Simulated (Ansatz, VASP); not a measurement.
## SiC: VASP beside Ansatz

INCAR

```
SYSTEM = SiC
PREC     = Accurate       ! precision mode
ENCUT    = 520            ! plane-wave cutoff, eV
EDIFF    = 1E-7           ! SCF threshold, eV
ISMEAR   = -1             ! smearing method
SIGMA    = 0.08           ! smearing width, eV
LREAL    = .False.        ! projectors in reciprocal space
LASPH    = .True.         ! aspherical terms in the spheres
NELM     = 60             ! most SCF steps
ALGO     = Normal         ! electronic algorithm
ISIF     = 2              ! what is computed and relaxed
LWAVE    = .False.        ! write WAVECAR
LCHARG   = .True.         ! write CHGCAR
GGA      = PE             ! functional
LELF     = .True.         ! ELF
LVHAR    = .True.       
NBANDS   = 16             ! bands
```

File KPOINTS:

```
regular mesh
0
Gamma
  15 15 8
  0 0 0
```

Contents of POSCAR:

```
SiC
1.0
    3.0759982064      0.0000000000      0.0000000000
   -1.5379991032      2.6638925888      0.0000000000
    0.0000000000      0.0000000000      4.9975200000
Si C
2 2
Direct
    0.3333333333      0.6666666667      0.0000000000
    0.6666666667      0.3333333333      0.5000000000
    0.3333333333      0.6666666667      0.3850000000
    0.6666666667      0.3333333333      0.8850000000
```

Input for Ansatz:

```yaml
crystal:
  lattice:
    - [3.0759982064, 0.0, 0.0]
    - [-1.5379991032, 2.6638925888, 0.0]
    - [0.0, 0.0, 4.99752]
  atoms:
    - { symbol: Si, position: [0.3333333333, 0.6666666667, 0.0] }
    - { symbol: Si, position: [0.6666666667, 0.3333333333, 0.5] }
    - { symbol: C, position: [0.3333333333, 0.6666666667, 0.385] }
    - { symbol: C, position: [0.6666666667, 0.3333333333, 0.885] }
kpoints:
  mp_grid: { grid: [15, 15, 8] }
  band_path:
    path:
      - [0.0, 0.0, 0.0]
      - [0.5, 0.0, 0.0]
      - [0.3333333333, 0.3333333333, 0.0]
      - [0.0, 0.0, 0.0]
      - [0.0, 0.0, 0.5]
      - [0.5, 0.0, 0.5]
      - [0.3333333333, 0.3333333333, 0.5]
      - [0.0, 0.0, 0.5]
      - [0.5, 0.0, 0.5]
    npoints: 5
scf:
  occupations: { method: fermi_dirac, width: 0.08 }
hamiltonian:
  xc: pbe
  pseudopotentials: { kind: all_electron, lapw: { basis_error: 0.001 } }
output:
  forces: true
  stress: true
  eigenvalues: true
```

Change from the starting cell: zz strain of -1 %.

Alike in both runs: task single point; functional PBE; k mesh 15 × 15 × 8; occupations fermi-dirac, width 0.08 eV; no spin polarisation.

|  | VASP | Ansatz |
| --- | --- | --- |
| version | VASP 6.6.1 | Ansatz 0.2.0 |
| potentials or method | VASP PAW PBE potentials, release 64 (Si, C), cutoff 520 eV | all-electron LAPW, scalar-relativistic |

```tsv
	VASP	Ansatz	Ansatz less VASP
pressure (GPa)	5.7	5.8	+0.07
traceless stress, the component that is largest in VASP (GPa)	0.08	0.07	-0.016
rms of the force components (eV/Å)	0.394	0.394	-0.0002
```

Atom by atom the forces differ by 0.000 eV/Å (rms over components). Ansatz ran all-electron here, and VASP with PAW potentials.
